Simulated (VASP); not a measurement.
# HfB2 (P6/mmm) in VASP: notebook, part 2 of 2

VASP 6.6.1. The steps go on from the part before.

## 4. Single point, PBEsol (zz strain of +3 %)

The input, INCAR:

```
ALGO     = Normal         # electronic algorithm
EDIFF    = 1E-6           # SCF threshold, eV
ENCUT    = 520            # plane-wave cutoff, eV
GGA      = PS             # functional
ISIF     = 2              # what is computed and relaxed
ISMEAR   = -1             # smearing method
LASPH    = T              # aspherical terms in the spheres
LCHARG   = F              # write CHGCAR
LREAL    = F              # projectors in reciprocal space
LWAVE    = F              # write WAVECAR
NBANDS   = 15             # bands
NELM     = 80             # most SCF steps
PREC     = Accurate       # precision mode
SIGMA    = 0.05           # smearing width, eV
```

The input, KPOINTS:

```
k-points
0
Gamma
  13 13 11
```

The input, POSCAR:

```
HfB2
1.0
    3.1400001005      0.0000000000      0.0000000000
   -1.5700000503      2.7193198549      0.0000000000
    0.0000000000      0.0000000000      3.5844000000
Hf B
1 2
Direct
    0.0000000000      0.0000000000      0.0000000000
    0.3333333333      0.6666666667      0.5000000000
    0.6666666667      0.3333333333      0.5000000000
```

Potentials or basis: VASP PAW PBE potentials, release 64 (Hf_pv, B).

The run is started by

```
cat potpaw_PBE.64/Hf_pv/POTCAR potpaw_PBE.64/B/POTCAR > POTCAR
mpirun -np 1 vasp_std > vasp.out
```

OUTCAR:

```text
EDIFF = 1E-6
   ENCUT = 520
   GGA = PS
   ISIF = 2
   ISMEAR = -1
   LASPH = T
   LREAL = F
   NELM = 80
   PREC = Accurate

 ion  position               nearest neighbor table
   1  0.000  0.000  0.000-   2 2.55   3 2.55   2 2.55   3 2.55   3 2.55   3 2.55   2 2.55   2 2.55
                             3 2.55   3 2.55   2 2.55   2 2.55
   2  0.333  0.667  0.500-   3 1.81   3 1.81   3 1.81   1 2.55   1 2.55   1 2.55   1 2.55   1 2.55
                             1 2.55
   3  0.667  0.333  0.500-   2 1.81   2 1.81   2 1.81   1 2.55   1 2.55   1 2.55   1 2.55   1 2.55
                             1 2.55
[... 624 lines left out ...]
     15      14.5839      0.00000

 [... further k-points ...]
[... 5 lines left out ...]
  --------------------------------------------------------------------------------------
  -------------------------------------------------------------------------------------
  Total       -1.3953416     -1.3953416     -3.3500677      0.0000000     -0.0000000      0.0000000
  in kB      -73.0440248    -73.0440248   -175.3709864      0.0000000     -0.0000000      0.0000000
  external PRESSURE =    -107.1530120 kB  Pullay stress =       0.0000000 kB

 VOLUME and BASIS-vectors are now :
 -----------------------------------------------------------------------------
  energy-cutoff  :      520.00
  volume of cell :       30.61
      direct lattice vectors                 reciprocal lattice vectors
     3.140000101  0.000000000  0.000000000     0.318471327  0.183869507  0.000000000
    -1.570000050  2.719319855  0.000000000     0.000000000  0.367739013  0.000000000
     0.000000000  0.000000000  3.584400000     0.000000000  0.000000000  0.278986720

 POSITION                                       TOTAL-FORCE (eV/Angst)
 -----------------------------------------------------------------------------------
      0.00000      0.00000      0.00000         0.000000      0.000000      0.000000
     -0.00000      1.81288      1.79220        -0.000000      0.000000      0.000000
      1.57000      0.90644      1.79220         0.000000      0.000000      0.000000
 -----------------------------------------------------------------------------------
    total drift:                               -0.000000      0.000000      0.000000

  FREE ENERGIE OF THE ION-ELECTRON SYSTEM (eV)
  ---------------------------------------------------
  free  energy   TOTEN  =       -27.7956736946 eV

  energy  without entropy=      -27.7940356955  energy(sigma->0) =      -27.79485470
```

OSZICAR:

```text
N       E                     dE             d eps       ncg     rms          rms(c)
DAV:   1     0.267520902155E+02    0.26752E+02   -0.78846E+03  3780   0.100E+03
DAV:   2    -0.285324312593E+02   -0.55285E+02   -0.51782E+02  4985   0.218E+02
DAV:   3    -0.300759017381E+02   -0.15435E+01   -0.15359E+01  4914   0.267E+01
DAV:   4    -0.300826535738E+02   -0.67518E-02   -0.67508E-02  4452   0.218E+00
DAV:   5    -0.300826946667E+02   -0.41093E-04   -0.41084E-04  4865   0.151E-01    0.496E+01
DAV:   6    -0.279033821830E+02    0.21793E+01   -0.26191E+00  4564   0.116E+01    0.368E+01
DAV:   7    -0.278521031015E+02    0.51279E-01   -0.85316E-01  4795   0.656E+00    0.117E+01
DAV:   8    -0.278007792814E+02    0.51324E-01   -0.19971E-01  4431   0.337E+00    0.157E+00
DAV:   9    -0.277960837347E+02    0.46955E-02   -0.20105E-02  4382   0.112E+00    0.520E-01
DAV:  10    -0.277956654752E+02    0.41826E-03   -0.11134E-03  4823   0.284E-01    0.237E-01
DAV:  11    -0.277956763107E+02   -0.10836E-04   -0.89882E-05  4515   0.694E-02    0.104E-01
DAV:  12    -0.277956736792E+02    0.26315E-05   -0.39922E-06  4634   0.142E-02    0.567E-03
DAV:  13    -0.277956736946E+02   -0.15373E-07   -0.26333E-07  2303   0.426E-03
   1 F= -.27795674E+02 E0= -.27794855E+02  d E =-.163800E-02
```

It took 26 s on 1 thread of Intel Xeon Platinum 8488C (Sapphire Rapids), shared host; peak memory 0.19 GiB.

What came out:

* Free energy: -27.7957 eV
* Pressure: -10.7 GPa
* Band gap on the k mesh: zero (band 8 reaches 8.19 eV, above the bottom of band 9 at 6.89 eV)

Caveat: the cell differs from its parent crystal (zz strain of +3 %); the PAW data sets were made with another functional, which shifts forces and pressure a little; spin-orbit coupling is left out, which moves the levels of the heavy elements.

## 5. Single point, PBEsol (equal xx and yy strain of +2 %)

The input, INCAR:

```
PREC = Accurate ; ENCUT = 520
EDIFF = 1E-6 ; ISMEAR = -1
SIGMA = 0.05 ; LREAL = False
LASPH = True ; NELM = 80
ALGO = Normal ; ISIF = 2
LWAVE = False ; LCHARG = False
GGA = PS ; NBANDS = 15
```

The input, KPOINTS:

```
Automatic mesh
0
Gamma
  13 13 11
```

The input, POSCAR:

```
HfB2
1.0
    3.2028001025      0.0000000000      0.0000000000
   -1.6014000513      2.7737062520      0.0000000000
    0.0000000000      0.0000000000      3.4800000000
Hf B
1 2
Direct
    0.0000000000      0.0000000000      0.0000000000
    0.3333333333      0.6666666667      0.5000000000
    0.6666666667      0.3333333333      0.5000000000
```

The run is started by

```
cat potpaw_PBE.64/Hf_pv/POTCAR potpaw_PBE.64/B/POTCAR > POTCAR
mpirun -np 1 vasp_std > vasp.out
```

Run time: 27 s. Hardware: 1 thread of Intel Xeon Platinum 8488C (Sapphire Rapids), shared host; peak memory 0.18 GiB.

It converged, with:

| Property | Result |
| --- | --- |
| Free energy | -27.7831 eV |
| Pressure | -13.9 GPa |
| Band gap on the k mesh | zero (band 8 reaches 7.82 eV, above the bottom of band 9 at 6.88 eV) |

Stress tensor (GPa, compression positive):
```
-16.06   0.00   0.00
  0.00 -16.06   0.00
  0.00   0.00  -9.58
```

Levels at points of the mesh, in eV from the Fermi level:
```
           k point  band 6  band 7  band 8  band 9  band 10  band 11
(0.00, 0.00, 0.00)   -3.04   -2.94   -2.68    3.70     3.70     4.39
```

Caveat: the cell differs from its parent crystal (equal xx and yy strain of +2 %); the PAW data sets were made with another functional, which shifts forces and pressure a little; spin-orbit coupling is left out, which moves the levels of the heavy elements.

## 6. The runs side by side

```tsv
cell	gap on the mesh (eV)	pressure (GPa)
a = 3.140, b = 3.140, c = 3.515 Å, angles 90.0, 90.0, 120.0°, 3 atoms	none	-6.7
a = 3.140, b = 3.140, c = 3.550 Å, angles 90.0, 90.0, 120.0°, 3 atoms	none	-8.8
a = 3.140, b = 3.140, c = 3.584 Å, angles 90.0, 90.0, 120.0°, 3 atoms	none	-10.7
a = 3.203, b = 3.203, c = 3.480 Å, angles 90.0, 90.0, 120.0°, 3 atoms	none	-13.9
```

Alike in all rows: task single point; level PBEsol; potentials or basis VASP PAW PBE potentials, release 64 (Hf_pv, B); no spin polarisation; k mesh 13 × 13 × 11; cutoff (eV) 520; smearing fermi-dirac 0.05 eV.

Caveats: the PAW data sets were made with another functional, which shifts forces and pressure a little; spin-orbit coupling is left out, which moves the levels of the heavy elements.

Absolute energies hang on the potentials; compare differences alone.
